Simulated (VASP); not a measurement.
A run of VASP 6.6.1 is set up as follows.

File POSCAR:

```
Cu
1.0
    2.5137785214      0.0000000000      0.0000000000
   -1.2568892608      2.1769960591      0.0000000000
    0.0000000000      0.0000000000      8.2063649859
Cu
4
Direct
    0.6666666667      0.3333333333      0.7500000000
    0.0000000000      0.0000000000      0.5000000000
    0.3333333333      0.6666666667      0.2500000000
    0.0000000000      0.0000000000      0.0000000000
```

INCAR.step1

```
PREC = Accurate
ENCUT = 900
ISMEAR = -1
SIGMA = 0.05
LREAL = False
LASPH = True
NELM = 120
NBANDS = 46
GGA = PE
ALGO = Normal
EDIFF = 1E-5
LWAVE = True
LCHARG = False
GGA_COMPAT = False
```

Contents of INCAR.step2:

```
PREC = Accurate
ENCUT = 900
EDIFF = 1E-6
ISMEAR = -1
SIGMA = 0.05
LREAL = False
LASPH = True
NELM = 120
ALGO = Normal
ISIF = 2
LWAVE = False
LCHARG = False
METAGGA = R2SCAN
LMIXTAU = True
NBANDS = 46
ISTART = 1
GGA_COMPAT = False
```

File KPOINTS:

```
Automatic mesh
0
Gamma
  12 12 4
```

Potentials or basis: VASP PAW PBE potentials, release 64 (Cu_sv_GW).

Command:

```bash
$ cat potpaw_PBE.64/Cu_sv_GW/POTCAR > POTCAR
$ cp INCAR.step1 INCAR
$ mpirun -np 1 vasp_std > vasp.out
$ cp INCAR.step2 INCAR
$ mpirun -np 1 vasp_std > vasp.out
```

Q: Predict the pressure.

A: 2.6 GPa.

Q: What does it give for the band gap on the k mesh?

A: Zero (bands 38 and 39 overlap by 5.44 eV).

Stress tensor (GPa, compression positive):
```
2.71 0.00 0.00
0.00 2.71 0.00
0.00 0.00 2.24
```

Caveat: the PAW data sets were made with another functional, which shifts forces and pressure a little.
